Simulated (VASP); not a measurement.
# Fe (Im-3m) in VASP: settings compared

The runs below take Fe through single point, with revPBE+D4, revPBE, PBE.

All numbers are computed with VASP 6.6.1; they aren't measurements. Logs are shortened: lines on timing, memory, paths and dates and some standing lists are left out, and cuts for length are marked.

## (1) The cell of the first run

It takes space group Im-3m (No. 229, cubic). Conventional cell: a = 2.809 Å, b = 2.809 Å, c = 2.809 Å, α = 90.00°, β = 90.00°, γ = 90.00°. Fe (site symmetry m-3m) has 14 Fe at 2.43 to 2.81 Å within 3.2 Å.

## (2) Single point, revPBE+D4, collinear spin, ferromagnetic start

Contents of INCAR:

```
PREC = Accurate ; ENCUT = 520
EDIFF = 1E-6 ; ISMEAR = -1
SIGMA = 0.05 ; LREAL = False
LASPH = True ; NELM = 150
ALGO = Normal ; ISIF = 2
LWAVE = False ; LCHARG = True
ISPIN = 2 ; MAGMOM = 3
LORBIT = 11 ; LMAXMIX = 4
GGA = RE ; IVDW = 13
LELF = True ; LVHAR = True
NBANDS = 14
```

Contents of KPOINTS:

```
regular mesh
0
Gamma
  13 13 13
```

Contents of POSCAR:

```
Fe
1.0
   -1.4044817880      1.4044817880      1.4044817880
    1.4044817880     -1.4044817880      1.4044817880
    1.4044817880      1.4044817880     -1.4044817880
Fe
1
Direct
    0.0000000000      0.0000000000      0.0000000000
```

Potentials or basis: VASP PAW PBE potentials, release 64 (Fe).

Command:

```console
$ cat potpaw_PBE.64/Fe/POTCAR > POTCAR
$ mpirun -np 1 vasp_std > vasp.out
```

OUTCAR:

```text
PREC = Accurate
   ENCUT = 520
   EDIFF = 1E-6
   ISMEAR = -1
   LREAL = False
   LASPH = True
   NELM = 150
   ISIF = 2
   ISPIN = 2
   LORBIT = 11
   GGA = RE
   IVDW = 13

 ion  position               nearest neighbor table
   1  0.000  0.000  0.000-

  LATTYP: Found a body centered cubic cell.
 ALAT       =     2.8089635760

  Lattice vectors:

 A1 = (  -1.4044817880,   1.4044817880,   1.4044817880)
 A2 = (   1.4044817880,  -1.4044817880,   1.4044817880)
 A3 = (   1.4044817880,   1.4044817880,  -1.4044817880)

Analysis of symmetry for initial positions (statically):
=====================================================================
 Subroutine PRICEL returns:
 Original cell was already a primitive cell.

 Routine SETGRP: Setting up the symmetry group for a
 body centered cubic supercell.

 Subroutine GETGRP returns: Found 48 space group operations
 (whereof 48 operations were pure point group operations)
 out of a pool of 48 trial point group operations.

The static configuration has the point symmetry O_h .

Analysis of symmetry for dynamics (positions and initial velocities):
=====================================================================
 Subroutine PRICEL returns:
 Original cell was already a primitive cell.

 Routine SETGRP: Setting up the symmetry group for a
 body centered cubic supercell.

 Subroutine GETGRP returns: Found 48 space group operations
 (whereof 48 operations were pure point group operations)
 out of a pool of 48 trial point group operations.

The dynamic configuration has the point symmetry O_h .

Analysis of structural, dynamic, and magnetic symmetry:
=====================================================================
 Subroutine PRICEL returns:
 Original cell was already a primitive cell.

 Routine SETGRP: Setting up the symmetry group for a
 body centered cubic supercell.

 Subroutine GETGRP returns: Found 48 space group operations
 (whereof 48 operations were pure point group operations)
 out of a pool of 48 trial point group operations.

The overall configuration has the point symmetry O_h .

 Subroutine INISYM returns: Found 48 space group operations
 (whereof 48 operations are pure point group operations),
 and found     1 'primitive' translations

----------------------------------------------------------------------------------------

                                     Primitive cell

  volume of cell :      11.0817

  direct lattice vectors                    reciprocal lattice vectors
    -1.404481788  1.404481788  1.404481788     0.000000000  0.356003192  0.356003192
     1.404481788 -1.404481788  1.404481788     0.356003192  0.000000000  0.356003192
     1.404481788  1.404481788 -1.404481788     0.356003192  0.356003192  0.000000000

  length of vectors
     2.432633815  2.432633815  2.432633815     0.503464543  0.503464543  0.503464543

  position of ions in fractional coordinates (direct lattice)
     0.000000000  0.000000000  0.000000000

  ion indices of the primitive-cell ions
   primitive index   ion index
                 1           1

----------------------------------------------------------------------------------------

 KPOINTS: regular mesh

Automatic generation of k-mesh.
 Grid dimensions read from file:
 generate k-points for:   13   13   13

 Generating k-lattice:

  Cartesian coordinates                     Fractional coordinates (reciprocal lattice)
     0.000000000  0.027384861  0.027384861     0.076923077  0.000000000  0.000000000
     0.027384861  0.000000000  0.027384861     0.000000000  0.076923077  0.000000000
     0.027384861  0.027384861  0.000000000     0.000000000  0.000000000  0.076923077

  Length of vectors
     0.038728042  0.038728042  0.038728042

  Shift w.r.t. Gamma in fractional coordinates (k-lattice)
     0.000000000  0.000000000  0.000000000

 Subroutine IBZKPT returns following result:
 ===========================================

 Found     84 irreducible k-points:

 Following reciprocal coordinates:
            Coordinates               Weight
  0.000000  0.000000  0.000000      1.000000
  0.076923  0.000000  0.000000     12.000000
  0.153846  0.000000  0.000000     12.000000
  0.230769  0.000000  0.000000     12.000000
  0.307692  0.000000  0.000000     12.000000
  0.384615  0.000000  0.000000     12.000000
[... 16 lines left out ...]
  0.153846  0.076923  0.076923     24.000000
  0.230769  0.076923  0.076923     24.000000
 [... further k-points ...]
   k-points           NKPTS =     84   k-points in BZ     NKDIM =     84   number of bands    NBANDS=     14
   number of dos      NEDOS =    301   number of ions     NIONS =      1
   total plane-waves  NPLWV =   5832
   dimension x,y,z NGX =    18 NGY =   18 NGZ =   18
   dimension x,y,z NGXF=    36 NGYF=   36 NGZF=   36
   ions per type =               1
   NGX,Y,Z   is equivalent  to a cutoff of  12.30, 12.30, 12.30 a.u.
   NGXF,Y,Z  is equivalent  to a cutoff of  24.60, 24.60, 24.60 a.u.
 SYSTEM =  unknown system
   PREC   = accura    normal or accurate (medium, high low for compatibility)
   ISTART =      0    job   : 0-new  1-cont  2-samecut
   ICHARG =      2    charge: 1-file 2-atom 10-const
   ISPIN  =      2    spin polarized calculation?
   LNONCOLLINEAR =      F non collinear calculations
   LSORBIT =      F    spin-orbit coupling
   LASPH  =      T    aspherical Exc in radial PAW
   ENCUT  =  520.0 eV  38.22 Ry    6.18 a.u.   4.52  4.52  4.52*2*pi/ulx,y,z
   NELM   =    150;   NELMIN=  2; NELMDL= -5     # of ELM steps
   EDIFF  = 0.1E-05   stopping-criterion for ELM
   LREAL  =      F    real-space projection
   EDIFFG = 0.1E-04   stopping-criterion for IOM
   NSW    =      0    number of steps for IOM
   IBRION =     -1    ionic relax: 0-MD 1-quasi-New 2-CG
   NFREE  =      0    steps in history (QN), initial steepest desc. (CG)
   ISIF   =      2    stress and relaxation
   ISYM   =      2    0-nonsym 1-usesym 2-fastsym
   POTIM  = 0.5000    time-step for ionic-motion
   TEBEG  =    0.0;   TEEND  =   0.0 temperature during run
   PSTRESS=    0.0 pullay stress
   NELECT =       8.0000    total number of electrons
   NUPDOWN=      -1.0000    fix difference up-down
   EMIN   =  10.00;   EMAX   =-10.00  energy-range for DOS
   EFERMI =   0.00;   METHOD = LEGACY
   ISMEAR =    -1;   SIGMA  =   0.05  broadening in eV -4-tet -1-fermi 0-gaus
   EFERMI_NEDOS =   21; number of points for ismear=-14 and -15
   IALGO  =     38    algorithm
   IMIX   =      4    mixing-type and parameters
     AMIX     =   0.40;   BMIX     =  1.00
     AMIX_MAG =   1.60;   BMIX_MAG =  1.00
  volume/ion in A,a.u.               =      11.08        74.78
  Fermi-wavevector in a.u.,A,eV,Ry     =   1.468595  2.775242 29.344655  2.156771
  Thomas-Fermi vector in A             =   2.584074
   LORBIT       =     11    0 simple, 1 ext, 2 COOP (PROOUT), +10 PAW based schemes
   GGA     = RE    functional components
   LHFCALC =     F    Hartree Fock is set to
   AEXX    =    0.0000 exact exchange contribution
   IVDW    =    13    specifies the selected vdW correction
   LEPSILON=     F    determine dielectric tensor
   LRPA    =     F    only Hartree local field effects (RPA)
 spin polarized calculation
  energy-cutoff  :      520.00
  volume of cell :       11.08
 maximum number of plane-waves:       321
 NGX is ok and might be reduce to    18
   NGX =  9   NGY =  9   NGZ =  9

 number of electron       8.0000007 magnetization       2.1159824

 Free energy of the ion-electron system (eV)
  ---------------------------------------------------
  ext. energy  EPLUGINS =         0.00000000
  ---------------------------------------------------
  free energy    TOTEN  =        -7.84647110 eV

  energy without entropy =       -7.83784831  energy(sigma->0) =       -7.84215971

 E-fermi :   6.1886     XC(G=0): -13.1958

 val. band max:        6.1847075842   @ k =  -0.3846   0.3846   0.0769
 cond. band min:       6.1921538405   @ k =  -0.3846   0.4615   0.3077
 fundamental gap:      0.0074462563
 Fermi energy:         6.1885749039

 spin component 1

 k-point     1 :       0.0000    0.0000    0.0000
  band No.  band energies     occupation
      1      -2.3810      1.00000
      2       3.8355      1.00000
      3       3.8355      1.00000
      4       3.8355      1.00000
      5       5.0653      1.00000
      6       5.0653      1.00000
      7      31.4376      0.00000
      8      31.4376      0.00000
      9      31.4376      0.00000
     10      36.6843      0.00000
     11      36.6843      0.00000
     12      39.1794      0.00000
     13      39.1794      0.00000
     14      39.1794      0.00000
[... 375 lines left out ...]
 k-point    24 :       0.2308    0.0769    0.0769
  band No.  band energies     occupation
      1       1.0615      1.00000
      2       2.9738      1.00000
      3       3.3928      1.00000
      4       5.0292      1.00000
      5       5.1791      1.00000
      6       6.3638      0.02918
      7      19.8775      0.00000
      8      23.9164      0.00000
      9      26.0482      0.00000
     10      33.2933      0.00000
     11      37.6308      0.00000
     12      39.7788      0.00000
     13      41.7328      0.00000
     14      45.2480      0.00000

 [... further k-points ...]

 spin component 2

 k-point     1 :       0.0000    0.0000    0.0000
  band No.  band energies     occupation
      1      -2.2541      1.00000
      2       5.6864      0.99996
      3       5.6866      0.99996
      4       5.6866      0.99996
      5       7.8418      0.00000
      6       7.8420      0.00000
      7      31.1324      0.00000
      8      31.1324      0.00000
      9      31.1324      0.00000
     10      36.8456      0.00000
     11      36.8456      0.00000
     12      39.7620      0.00000
     13      39.7620      0.00000
     14      39.7620      0.00000
[... 375 lines left out ...]
 k-point    24 :       0.2308    0.0769    0.0769
  band No.  band energies     occupation
      1       1.4895      1.00000
      2       4.6496      1.00000
      3       4.9148      1.00000
      4       7.6325      0.00000
      5       7.9715      0.00000
      6       8.2623      0.00000
      7      20.5823      0.00000
      8      24.2524      0.00000
      9      26.7100      0.00000
     10      33.2570      0.00000
     11      38.1513      0.00000
     12      39.9727      0.00000
     13      41.9934      0.00000
     14      45.7219      0.00000

 [... further k-points ...]

------------------------ aborting loop because EDIFF is reached ----------------------------------------

  DFT-D4 for vdW energy calculation

  Edisp (eV):   -0.60214

  FORCE on cell =-STRESS in cart. coord.  units (eV):
  Direction    XX          YY          ZZ          XY          YZ          ZX
  --------------------------------------------------------------------------------------
  -------------------------------------------------------------------------------------
  Total      -0.02213    -0.02213    -0.02213    -0.00000     0.00000    -0.00000
  in kB      -3.19964    -3.19964    -3.19964    -0.00000     0.00000    -0.00000
  external pressure =       -3.20 kB  Pullay stress =        0.00 kB

 VOLUME and BASIS-vectors are now :
 -----------------------------------------------------------------------------
  energy-cutoff  :      520.00
  volume of cell :       11.08
      direct lattice vectors                 reciprocal lattice vectors
    -1.404481788  1.404481788  1.404481788     0.000000000  0.356003192  0.356003192
     1.404481788 -1.404481788  1.404481788     0.356003192  0.000000000  0.356003192
     1.404481788  1.404481788 -1.404481788     0.356003192  0.356003192  0.000000000

 POSITION                                       TOTAL-FORCE (eV/Angst)
 -----------------------------------------------------------------------------------
      0.00000      0.00000      0.00000         0.000000      0.000000      0.000000
 -----------------------------------------------------------------------------------
    total drift:                                0.000000      0.000000      0.000000

  FREE ENERGIE OF THE ION-ELECTRON SYSTEM (eV)
  ---------------------------------------------------
  free  energy   TOTEN  =        -8.4486116647 eV

  energy  without entropy=       -8.4399888691  energy(sigma->0) =       -8.44430027

 total charge

# of ion       s       p       d       tot
------------------------------------------
    1        0.498   0.564   6.255   7.317

 magnetization (x)

# of ion       s       p       d       tot
------------------------------------------
    1       -0.015  -0.061   2.189   2.113
```

Run time: 46 s. Hardware: 1 thread of Intel Xeon 6975P-C, shared host; peak memory 0.14 GiB.

What came out:

```
Free energy                                           : -8.4486 eV
Pressure                                              : -0.3 GPa
Net moment                                            : 2.12 μB per cell
Site moments                                          : Fe +2.11 μB
Valence electrons inside the program's atomic spheres : Fe 7.32
Dispersion energy per atom                            : -0.602 eV
```

Levels at points of the mesh, in eV from the Fermi level:
Spin up:
```csv
k point,band 2,band 3,band 4,band 5,band 6,band 7,band 8,band 9
"(0.00, 0.00, 0.00)",-2.35,-2.35,-2.35,-1.12,-1.12,25.25,25.25,25.25
```
Spin down:
| k point | band 1 | band 2 | band 3 | band 4 | band 5 | band 6 |
| --- | --- | --- | --- | --- | --- | --- |
| (0.00, 0.00, 0.00) | -8.44 | -0.50 | -0.50 | -0.50 | 1.65 | 1.65 |

Caveat: the PAW data sets were made with another functional, which shifts forces and pressure a little; pairwise dispersion overbinds metals, which lowers pressure and volume.

(Part 1 of 2 ends here.)
